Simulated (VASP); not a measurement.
Set up this calculation in VASP 6.6.1, as the native input.

| Item | Value |
| --- | --- |
| Task | G0W0 quasiparticle levels |
| Functional | PBE |
| Potentials or basis | VASP PAW PBE potentials, release 64 (Ga_d_GW, As_GW) |
| Cutoff | 500 eV |
| k mesh | 2 × 2 × 2 |
| Occupations | gaussian, width 0.01 eV |
| Spin | no spin polarisation |
| Dipole correction | no |
| GW scheme | G0W0 |
| GW iterations | 1 |
| Cutoff of the response function | 100 |
| Frequency points | 48 |
| Empty bands | 36 |
| Further INCAR settings | ALGO = EVGW0; EDIFF = 1e-08; NBANDS = 45 |

GaAs:

```
Ga As
1.0
     0.00000    2.82700    2.82700
     2.82700    0.00000    2.82700
     2.82700    2.82700    0.00000
Ga As
1 1
Cartesian
  0.0000 0.0000 0.0000
  1.4135 1.4135 1.4135
```

The input as run:

POSCAR

```
GaAs
1.0
    0.0000000000      2.8270000000      2.8270000000
    2.8270000000      0.0000000000      2.8270000000
    2.8270000000      2.8270000000      0.0000000000
Ga As
1 1
Direct
    0.0000000000      0.0000000000      0.0000000000
    0.2500000000      0.2500000000      0.2500000000
```

INCAR.step1

```
SYSTEM = GaAs
PREC = Accurate
ENCUT = 500
EDIFF = 1E-8
ISMEAR = 0
SIGMA = 0.01
LREAL = .False.
LASPH = .True.
NELM = 80
ALGO = Normal
LWAVE = .True.
LCHARG = .False.
GGA = PE
```

INCAR.step2

```
SYSTEM = GaAs
PREC = Accurate
ENCUT = 500
EDIFF = 1E-8
ISMEAR = 0
SIGMA = 0.01
LREAL = .False.
LASPH = .True.
NELM = 1
ALGO = Exact
LWAVE = .True.
LCHARG = .False.
GGA = PE
NBANDS = 45
LOPTICS = .True.
ISTART = 1
```

INCAR.step3

```
SYSTEM = GaAs
PREC = Accurate
ENCUT = 500
EDIFF = 1E-8
ISMEAR = 0
SIGMA = 0.01
LREAL = .False.
LASPH = .True.
ALGO = EVGW0
LWAVE = .False.
LCHARG = .False.
GGA = PE
NELMGW = 1
NBANDS = 45
ENCUTGW = 100.0
NOMEGA = 48
PRECFOCK = Fast
ISTART = 1
NBANDSGW = 17
```

KPOINTS

```
regular mesh
0
Gamma
  2 2 2
  0 0 0
```

Potentials or basis: VASP PAW PBE potentials, release 64 (Ga_d_GW, As_GW).

The run is started by

```console
$ cat potpaw_PBE.64/Ga_d_GW/POTCAR potpaw_PBE.64/As_GW/POTCAR > POTCAR
$ cp INCAR.step1 INCAR
$ mpirun -np 1 vasp_std > vasp.out
$ cp INCAR.step2 INCAR
$ mpirun -np 1 vasp_std > vasp.out
$ cp INCAR.step3 INCAR
$ mpirun -np 1 vasp_std > vasp.out
```

Results of the run:

| Property | Result |
| --- | --- |
| Band gap on the k mesh, mean-field level | 0.44 eV, direct |
| Quasiparticle gap | 1.37 eV |
| Least direct quasiparticle gap | 1.48 eV |

Caveat: the k points lie up to 0.96 Å⁻¹ apart; bands, screening cutoff and mesh are small and nothing is extrapolated, so the quasiparticle values aren't converged.

Run time: 14 s on 1 thread of Intel(R) Xeon(R) 6975P-C (Granite Rapids) (shared host), peak memory 0.27 GiB.
